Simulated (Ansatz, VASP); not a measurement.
One calculation of TaN, two programs

File INCAR:

```
SYSTEM = TaN
ALGO     = Normal         ! electronic algorithm
EDIFF    = 1E-7           ! SCF threshold, eV
ENCUT    = 520            ! plane-wave cutoff, eV
GGA      = PS             ! functional
ISIF     = 2              ! what is computed and relaxed
ISMEAR   = 0              ! smearing method
LASPH    = .TRUE.         ! aspherical terms in the spheres
LCHARG   = .FALSE.        ! write CHGCAR
LREAL    = .FALSE.        ! projectors in reciprocal space
LWAVE    = .FALSE.        ! write WAVECAR
NBANDS   = 33             ! bands
NELM     = 100            ! most SCF steps
PREC     = Accurate       ! precision mode
SIGMA    = 0.15           ! smearing width, eV
```

KPOINTS

```
k-points
0
G
  12 12 16
  0 0 0
```

File POSCAR:

```
TaN
1.0
    5.2050894145      0.0000000000      0.0000000000
   -2.6025447072      4.5077396619      0.0000000000
    0.0000000000      0.0000000000      2.9035873904
Ta N
3 3
Direct
    0.0000000000      0.0000000000      0.0000000000
    0.3333333333      0.6666666667      0.4612548255
    0.6666666667      0.3333333333      0.5000000000
    0.5000000000      0.0000000000      0.0000000000
    0.5000000000      0.5000000000      0.0000000000
    0.0000000000      0.5000000000      0.0000000000
```

Input for Ansatz:

```yaml
crystal:
  lattice:
    - [5.2050894145, 0.0, 0.0]
    - [-2.6025447072, 4.5077396619, 0.0]
    - [0.0, 0.0, 2.9035873904]
  atoms:
    - { symbol: Ta, position: [0.0, 0.0, 0.0] }
    - { symbol: Ta, position: [0.3333333333, 0.6666666667, 0.4612548255] }
    - { symbol: Ta, position: [0.6666666667, 0.3333333333, 0.5] }
    - { symbol: "N", position: [0.5, 0.0, 0.0] }
    - { symbol: "N", position: [0.5, 0.5, 0.0] }
    - { symbol: "N", position: [0.0, 0.5, 0.0] }
basis:
  ecutwfc: 420
kpoints:
  mp_grid: { grid: [12, 12, 16] }
hamiltonian:
  xc: pbesol
scf:
  occupations: { method: gaussian, width: 0.15 }
output:
  forces: true
  stress: true
  eigenvalues: true
```

Alike in both runs: task single point; functional PBEsol; k mesh 12 × 12 × 16; occupations gaussian, width 0.15 eV; no spin polarisation.

```csv
,VASP,Ansatz
version,VASP 6.6.1,Ansatz 0.2.0
potentials or method,"VASP PAW PBE potentials, release 64 (Ta_pv, N), cutoff 520 eV","scalar-relativistic, plane waves, PAW"
valence electrons in the cell,48,54
```

Ansatz gave:

```
gap on the k mesh at the Fermi level (eV)                     : none
pressure (GPa)                                                : 1.4
traceless stress, the component that is largest in VASP (GPa) : 0.82
rms of the force components (eV/Å)                            : 0.663
```

Problem. Estimate VASP's values.

Solution. gap on the k mesh at the Fermi level (eV): none; pressure (GPa): 2.4; traceless stress, the component that is largest in VASP (GPa): 1.05; rms of the force components (eV/Å): 0.675.

VASP's potentials were made for PBE, not for PBEsol. Atom by atom the forces differ by 0.012 eV/Å (rms over components). A gap of «none» marks a metal or a gap that the smearing closes. With one functional, cell and mesh, what is left measures potentials, basis and numerics. VASP's potentials hold 48 valence electrons a cell and Ansatz's 54, so a difference there can come from the potentials and not from the codes.

Neither program's run includes spin-orbit coupling.
